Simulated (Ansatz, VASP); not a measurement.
PtF2: VASP beside Ansatz

```
Pt F
1.0
     3.90240    0.00000    0.00000
     0.00000    3.90240    0.00000
     0.00000    0.00000    2.69927
Pt F
1 2
Direct
  0.00000 0.00000 0.50000
  0.50000 0.00000 0.00000
  0.00000 0.50000 0.00000
```

Change from the starting cell: species swapped into the Zr2Ir type (I4/mcm, No. 140).

Alike in both runs: functional PBE; k mesh 12 × 12 × 16; occupations gaussian, width 0.1 eV; collinear spin.

Ansatz relaxed the structure, and its values are those at the end. VASP's run is a single point on that final structure, the one shown.

|  | VASP | Ansatz |
| --- | --- | --- |
| version | VASP 6.6.1 | Ansatz 0.2.0 |
| potentials or method | VASP PAW PBE potentials, release 64 (Pt, F), cutoff 520 eV | scalar-relativistic, plane waves, PAW |
| valence electrons in the cell | 24 | 32 |

```csv
,VASP,Ansatz,Ansatz less VASP
gap on the k mesh at the Fermi level (eV),none,none,-
pressure (GPa),-0.5,0.0,+0.46
net moment per atom (μB),0.00,0.00,-0.001
```

A gap of «none» marks a metal or a gap that the smearing closes. VASP's potentials hold 24 valence electrons a cell and Ansatz's 32, so a difference there can come from the potentials and not from the codes. Ansatz's warnings: seeded moment not kept.

Spin-orbit coupling is off throughout.
